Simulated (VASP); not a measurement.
Here is a VASP 6.6.1 calculation.

File POSCAR:

```
C
1.0
    2.1273203072     -1.2282824400      0.0000000000
    2.1273203072      1.2282824400      0.0000000000
   -1.3790696309      0.0000000000      3.5028300786
C
2
Direct
    0.1666444700      0.1666444700      0.9999069600
    0.8333555300      0.8333555300      0.0000930400
```

File INCAR.step1:

```
SYSTEM = C
PREC     = Accurate       ! precision mode
ENCUT    = 520            ! plane-wave cutoff, eV
EDIFF    = 1E-5           ! SCF threshold, eV
ISMEAR   = -1             ! smearing method
SIGMA    = 0.05           ! smearing width, eV
LREAL    = .False.        ! projectors in reciprocal space
LASPH    = .True.         ! aspherical terms in the spheres
NELM     = 80             ! most SCF steps
ALGO     = Normal         ! electronic algorithm
ISIF     = 2              ! what is computed and relaxed
LWAVE    = .True.         ! write WAVECAR
LCHARG   = .False.        ! write CHGCAR
NBANDS   = 11             ! bands
GGA      = PE             ! functional
```

Contents of INCAR.step2:

```
SYSTEM = C
PREC     = Accurate       ! precision mode
ENCUT    = 520            ! plane-wave cutoff, eV
EDIFF    = 1E-7           ! SCF threshold, eV
ISMEAR   = -1             ! smearing method
SIGMA    = 0.05           ! smearing width, eV
LREAL    = .False.        ! projectors in reciprocal space
LASPH    = .True.         ! aspherical terms in the spheres
NELM     = 80             ! most SCF steps
ALGO     = Normal         ! electronic algorithm
ISIF     = 2              ! what is computed and relaxed
LWAVE    = .False.        ! write WAVECAR
LCHARG   = .False.        ! write CHGCAR
METAGGA  = R2SCAN         ! meta-GGA
LHFCALC  = .True.         ! exact exchange
AEXX     = 0.15           ! exact-exchange fraction
LMIXTAU  = .True.       
PRECFOCK = Normal       
NBANDS   = 11             ! bands
ISTART   = 1
```

KPOINTS

```
regular mesh
0
Gamma
  7 7 4
  0 0 0
```

Potentials or basis: VASP PAW PBE potentials, release 64 (C).

The run is started by

```console
$ cat potpaw_PBE.64/C/POTCAR > POTCAR
$ cp INCAR.step1 INCAR
$ mpirun -np 1 vasp_std > vasp.out
$ cp INCAR.step2 INCAR
$ mpirun -np 1 vasp_std > vasp.out
```

Task: Estimate the pressure.

Result: -2.2 GPa.

Task: Predict the largest force.

Result: 0.015 eV/Å.

Stress tensor (GPa, compression positive):
```
-3.38  0.00 -0.04
 0.00 -3.47  0.00
-0.04  0.00  0.21
```

Caveat: the k points lie up to 0.45 Å⁻¹ apart; the PAW data sets were made with another functional, which shifts forces and pressure a little.
